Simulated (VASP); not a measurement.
Wanted: the native input for a VASP 6.6.1 run.

* Task: single point
* Functional: PBE
* Potentials or basis: VASP PAW PBE potentials, release 64 (Ba_sv, Ti_sv, O)
* Cutoff: 520 eV
* k mesh: 6 × 6 × 6
* Occupations: gaussian, width 0.05 eV
* Spin: no spin polarisation
* Hubbard terms: Ti d U = 4.0 eV
* Dipole correction: no
* Further INCAR settings: ALGO = Normal; EDIFF = 1e-06; NBANDS = 28

The structure of BaTiO3 lies in POSCAR:

```
BaTiO3
1.0
    2.8603720851      1.6514365933      2.3460535783
   -2.8603720851      1.6514365933      2.3460535783
    0.0000000000     -3.3028731867      2.3460535783
Ba Ti O
1 1 3
Direct
    0.0026800181      0.0026800181      0.0026800181
    0.4825225814      0.4825225814      0.5733525900
    0.4903227049      0.4903227049      0.9825753212
    0.4903227049      0.9825753212      0.4903227049
    0.9825753212      0.4903227049      0.4903227049
```

This cell differs from its parent crystal: atom 2 (Ti) moved by (-0.300, +0.000) A along y and z.

One way to write it, as run:

INCAR

```
PREC = Accurate ; ENCUT = 520
EDIFF = 1E-6 ; ISMEAR = 0
SIGMA = 0.05 ; LREAL = False
LASPH = True ; NELM = 150
ALGO = Normal ; ISIF = 2
LWAVE = False ; LCHARG = False
LMAXMIX = 4 ; LDAU = True
LDAUTYPE = 2 ; LDAUL = -1 2 -1
LDAUU = 0 4 0 ; LDAUJ = 0 0 0
LDAUPRINT = 1 ; GGA = PE
NBANDS = 28
```

KPOINTS

```
Automatic mesh
0
Gamma
  6 6 6
```

Potentials or basis: VASP PAW PBE potentials, release 64 (Ba_sv, Ti_sv, O).

Run with:

```bash
$ cat potpaw_PBE.64/Ba_sv/POTCAR potpaw_PBE.64/Ti_sv/POTCAR potpaw_PBE.64/O/POTCAR > POTCAR
$ mpirun -np 1 vasp_std > vasp.out
```

Results of the run:

- Pressure: 9.8 GPa
- Largest force: 6.493 eV/Å
- Band gap on the k mesh: 2.33 eV (least direct gap 2.86 eV)

Caveat: the cell differs from its parent crystal (atom 2 (Ti) moved by (-0.300, +0.000) A along y and z); the stress differs along the axes, from 3 to 18 GPa; spin-orbit coupling is left out, which moves the levels of the heavy elements; forces of over 1 eV/Å act on the atoms, so gaps and moduli don't describe the material at rest.

Run time: 3.1 min on 1 thread of Intel Xeon 8259CL, on a shared host, peak memory 0.26 GiB.
